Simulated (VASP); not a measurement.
# Al4O (P4/mmm) in VASP: further runs, part 2 of 2

VASP 6.6.1. The steps go on from the part before.

## (4) Relaxation of cell and atoms, PBE

File INCAR:

```
SYSTEM = Al4O
PREC = Accurate ; ENCUT = 600
EDIFF = 1E-6 ; ISMEAR = 0
SIGMA = 0.1 ; LREAL = .False.
LASPH = .True. ; NELM = 80
ALGO = Normal ; ISIF = 3
LWAVE = .False. ; LCHARG = .False.
GGA = PE ; IBRION = 2
NSW = 90 ; EDIFFG = -0.04
```

File KPOINTS:

```
Automatic mesh
0
Gamma
  6 6 4
  0 0 0
```

File POSCAR:

```
Al4O
1.0
    3.4603776600      0.0000000000      0.0000000000
    0.0000000000      3.4603776600      0.0000000000
    0.0000000000      0.0000000000      4.8937130200
Al O
4 1
Direct
    0.5000000000      0.0000000000      0.2500000000
    0.0000000000      0.5000000000      0.7500000000
    0.5000000000      0.0000000000      0.7500000000
    0.0000000000      0.5000000000      0.2500000000
    0.0000000000      0.0000000000      0.0000000000
```

Started as:

```sh
$ cat potpaw_PBE.64/Al/POTCAR potpaw_PBE.64/O/POTCAR > POTCAR
$ mpirun -np 1 vasp_std > vasp.out
```

Wall time 1.7 min (1 thread of AMD EPYC 9R45 (Zen 5), shared host); peak memory 0.15 GiB.

Results (log left out):

```
Free energy                            : -19.7813 eV
Relaxed volume                         : 16.93 Å³/atom
Relaxed cell                           : a = 3.772 Å, b = 3.772 Å, c = 5.951 Å, α = 90.00°, β = 90.00°, γ = 90.00°
Space group after relaxing (to 0.05 Å) : P4/mmm (No. 123)
Energy gained by relaxing              : 703.8 meV/atom
Ionic steps                            : 13
Pressure after relaxing                : 0.2 GPa
Largest force after relaxing           : 0.012 eV/Å
Band gap on the k mesh                 : zero (band 9 reaches 7.65 eV, above the bottom of band 10 at 4.77 eV)
```

Forces on the atoms (eV/Å):
```
Al   0.000  0.000 -0.012
Al   0.000  0.000  0.012
Al   0.000  0.000  0.012
Al   0.000  0.000 -0.012
O    0.000  0.000  0.000
```

The path:
```
step  energy change (eV)  largest force (eV/Å)  pressure (GPa)  volume (Å³)
   1              0.0000                2.1476           53.68        58.60
   2             -2.8718                0.5985           -7.80        98.60
   3             -3.3402                0.2173            1.02        83.04
   4             -3.3411                0.2479            0.34        83.83
   5             -3.4128                0.0371           -0.03        84.70
   6             -3.4556                0.4441           -1.12        87.00
   7             -3.4731                0.3195           -0.69        86.22
   8             -3.5012                0.2541           -0.13        85.39
   9             -3.5075                0.2122            0.26        84.91
  10             -3.5077                0.2018            0.38        84.79
  11             -3.5183                0.0426           -0.28        85.31
  12             -3.5186                0.0120           -0.41        85.41
  13             -3.5192                0.0119            0.22        84.66
```

Final structure:
```
Al O
1.0
     3.77180    0.00000    0.00000
     0.00000    3.77180    0.00000
     0.00000    0.00000    5.95070
Al O
4 1
Direct
  0.50000 0.00000 0.26862
  0.00000 0.50000 0.73138
  0.50000 0.00000 0.73138
  0.00000 0.50000 0.26862
  0.00000 0.00000 0.00000
```

Levels at points of the mesh, in eV from the Fermi level:
| k point | band 5 | band 6 | band 7 | band 8 | band 9 | band 10 | band 11 | band 12 | band 13 |
| --- | --- | --- | --- | --- | --- | --- | --- | --- | --- |
| (0.00, 0.00, 0.00) | -5.00 | -3.05 | -2.50 | 0.10 | 0.54 | 0.54 | 1.70 | 1.70 | 2.98 |
| (0.50, 0.00, 0.00) | -4.75 | -4.64 | -4.16 | -0.52 | -0.31 | 0.51 | 1.72 | 2.93 | 3.60 |
| (0.50, 0.50, 0.00) | -4.33 | -3.27 | -3.27 | -3.25 | -1.74 | -1.66 | -1.66 | 1.68 | 1.70 |
| (0.00, 0.00, 0.50) | -4.97 | -4.75 | -0.05 | -0.05 | 0.45 | 0.74 | 0.87 | 1.29 | 2.42 |
| (0.50, 0.00, 0.50) | -4.74 | -4.00 | -3.67 | -2.24 | 1.22 | 2.15 | 2.17 | 2.36 | 2.79 |
| (0.50, 0.50, 0.50) | -4.47 | -4.47 | -3.63 | -3.20 | -1.36 | -0.86 | -0.01 | -0.01 | 3.00 |

Caveat: the volume moved by over 15 % at a fixed basis, so the end points are rough.

## (5) Single point, PBE

This run uses another cell than the first one, of 16.98 Å³/atom, 1.449 times its volume.

File INCAR:

```
SYSTEM = Al4O
PREC = Accurate ; ENCUT = 520
EDIFF = 1E-7 ; ISMEAR = 0
SIGMA = 0.1 ; LREAL = .FALSE.
LASPH = .TRUE. ; NELM = 60
ALGO = Normal ; ISIF = 2
LWAVE = .FALSE. ; LCHARG = .TRUE.
GGA = PE ; LELF = .TRUE.
LVHAR = .TRUE. ; NBANDS = 17
```

File KPOINTS:

```
Automatic mesh
0
G
  10 10 6
  0 0 0
```

File POSCAR:

```
Al4O
1.0
    3.7854483324      0.0000000000      0.0000000000
    0.0000000000      3.7854483324      0.0000000000
    0.0000000000      0.0000000000      5.9251258023
Al O
4 1
Direct
    0.5000000000      0.0000000000      0.2705201992
    0.0000000000      0.5000000000      0.7294798008
    0.5000000000      0.0000000000      0.7294798008
    0.0000000000      0.5000000000      0.2705201992
    0.0000000000      0.0000000000      0.0000000000
```

Started as:

```sh
$ cat potpaw_PBE.64/Al/POTCAR potpaw_PBE.64/O/POTCAR > POTCAR
$ mpirun -np 1 vasp_std > vasp.out
```

Run time: 52 s. Hardware: 1 thread of AMD EPYC 9R45 (Zen 5), shared host; peak memory 0.21 GiB.

It converged, with:

```yaml
Free_energy: -19.7620 eV
Pressure: -0.1 GPa
Band_gap_on_the_k_mesh: zero (band 9 reaches 7.63 eV, above the bottom of band 10 at 4.77 eV)
```

Levels at points of the mesh, in eV from the Fermi level:
| k point | band 7 | band 8 | band 9 | band 10 | band 11 | band 12 |
| --- | --- | --- | --- | --- | --- | --- |
| (0.00, 0.00, 0.00) | -2.39 | 0.06 | 0.56 | 0.56 | 1.80 | 1.80 |
| (0.50, 0.00, 0.00) | -4.03 | -0.40 | -0.25 | 0.57 | 1.73 | 2.93 |
| (0.50, 0.50, 0.00) | -3.25 | -3.18 | -1.62 | -1.56 | -1.56 | 1.78 |
| (0.00, 0.00, 0.50) | -0.03 | -0.03 | 0.62 | 0.79 | 0.84 | 1.31 |
| (0.50, 0.00, 0.50) | -3.60 | -2.12 | 1.30 | 2.19 | 2.27 | 2.36 |
| (0.50, 0.50, 0.50) | -3.58 | -3.09 | -1.29 | -0.71 | 0.08 | 0.08 |

## (6) Relaxation of cell and atoms, PBE

This run uses another cell than the first one, of 17.05 Å³/atom, 1.455 times its volume.

File INCAR:

```
  PREC = Accurate
  ENCUT = 600
  EDIFF = 1E-7
  ISMEAR = 0
  SIGMA = 0.1
  LREAL = F
  LASPH = T
  NELM = 80
  ALGO = Normal
  ISIF = 3
  LWAVE = F
  LCHARG = F
  GGA = PE
  IBRION = 2
  NSW = 100
  EDIFFG = -0.01
```

File KPOINTS:

```
regular mesh
0
Gamma
  10 10 6
```

File POSCAR:

```
Al4O
1.0
    3.7757087781      0.0000000000      0.0000000000
    0.0000000000      3.7757087781      0.0000000000
    0.0000000000      0.0000000000      5.9793949472
Al O
4 1
Direct
    0.5000000000      0.0000000000      0.2683670870
    0.0000000000      0.5000000000      0.7316329130
    0.5000000000      0.0000000000      0.7316329130
    0.0000000000      0.5000000000      0.2683670870
    0.0000000000      0.0000000000      0.0000000000
```

Potentials or basis: VASP PAW PBE potentials, release 64 (Al, O).

Started as:

```sh
$ cat potpaw_PBE.64/Al/POTCAR potpaw_PBE.64/O/POTCAR > POTCAR
$ mpirun -np 1 vasp_std > vasp.out
```

Wall time 99 s (1 thread of AMD EPYC 9R45 (Zen 5), shared host); peak memory 0.23 GiB.

It converged, with:

```yaml
Free_energy: -19.7638 eV
Relaxed_volume: 16.97 Å³/atom
Relaxed_cell: a = 3.788 Å, b = 3.788 Å, c = 5.915 Å, α = 90.00°, β = 90.00°, γ = 90.00°
Space_group_after_relaxing_to_0.05_Å: P4/mmm (No. 123)
Energy_gained_by_relaxing: 1.2 meV/atom
Ionic_steps: 3
Pressure_after_relaxing: -0.1 GPa
Largest_force_after_relaxing: 0.009 eV/Å
Band_gap_on_the_k_mesh: zero (band 9 reaches 7.66 eV, above the bottom of band 10 at 4.79 eV)
```

Forces in eV/Å, atoms in the order of the input:
```
Al   0.000  0.000  0.009
Al   0.000  0.000 -0.009
Al   0.000  0.000 -0.009
Al   0.000  0.000  0.009
O    0.000  0.000  0.000
```

Stress tensor (GPa, compression positive):
```
-0.09  0.00  0.00
 0.00 -0.09  0.00
 0.00  0.00  0.00
```

Step by step:
```csv
step,energy change (eV),largest force (eV/Å),pressure (GPa),volume (Å³)
1,0.0000,0.1156,-0.15,85.24
2,-0.0047,0.0649,-0.11,85.05
3,-0.0062,0.0090,-0.06,84.86
```

Final structure:
```
CELL_PARAMETERS angstrom
3.78752 0.00000 0.00000
0.00000 3.78752 0.00000
0.00000 0.00000 5.91535
ATOMIC_POSITIONS crystal
Al 0.50000 0.00000 0.27020
Al 0.00000 0.50000 0.72980
Al 0.50000 0.00000 0.72980
Al 0.00000 0.50000 0.27020
O 0.00000 0.00000 0.00000
```

Levels at points of the mesh, in eV from the Fermi level:
| k point | band 6 | band 7 | band 8 | band 9 | band 10 | band 11 | band 12 | band 13 |
| --- | --- | --- | --- | --- | --- | --- | --- | --- |
| (0.00, 0.00, 0.00) | -2.97 | -2.38 | 0.03 | 0.56 | 0.56 | 1.80 | 1.80 | 2.96 |
| (0.50, 0.00, 0.00) | -4.57 | -4.02 | -0.39 | -0.27 | 0.56 | 1.72 | 2.93 | 3.61 |
| (0.50, 0.50, 0.00) | -3.25 | -3.25 | -3.18 | -1.61 | -1.55 | -1.55 | 1.78 | 1.83 |
| (0.00, 0.00, 0.50) | -4.66 | -0.03 | -0.03 | 0.62 | 0.78 | 0.85 | 1.28 | 2.51 |
| (0.50, 0.00, 0.50) | -3.88 | -3.60 | -2.12 | 1.32 | 2.19 | 2.25 | 2.36 | 2.84 |
| (0.50, 0.50, 0.50) | -4.46 | -3.58 | -3.09 | -1.29 | -0.70 | 0.09 | 0.09 | 3.08 |

## (7) The runs side by side

```tsv
task	cell	k mesh	cutoff (eV)	gap on the mesh (eV)	pressure (GPa)	relaxed volume (Å³/atom)	largest force (eV/Å)
single point	a = 3.460, b = 3.460, c = 4.894 Å, 5 atoms	6 × 6 × 4	520	none	53.7	-	2.15
single point	a = 3.776, b = 3.776, c = 5.979 Å, 5 atoms	6 × 6 × 4	520	none	0.0	-	-
relaxation of cell and atoms	relaxed from a = 3.460, b = 3.460, c = 4.894 Å, 5 atoms	6 × 6 × 4	600	none	0.2	16.93	0.01
single point	a = 3.785, b = 3.785, c = 5.925 Å, 5 atoms	10 × 10 × 6	520	none	-0.1	-	-
relaxation of cell and atoms	relaxed from a = 3.776, b = 3.776, c = 5.979 Å, 5 atoms	10 × 10 × 6	600	none	-0.1	16.97	0.01
```

Alike in all rows: level PBE; potentials or basis VASP PAW PBE potentials, release 64 (Al, O); no spin polarisation; smearing gaussian 0.1 eV.

Caveats: forces of over 1 eV/Å act on the atoms, so gaps and moduli don't describe the material at rest (some runs); the volume moved by over 15 % at a fixed basis, so the end points are rough (some runs).

Total energies depend on the potentials used, so only differences within one code and one set of settings carry meaning.
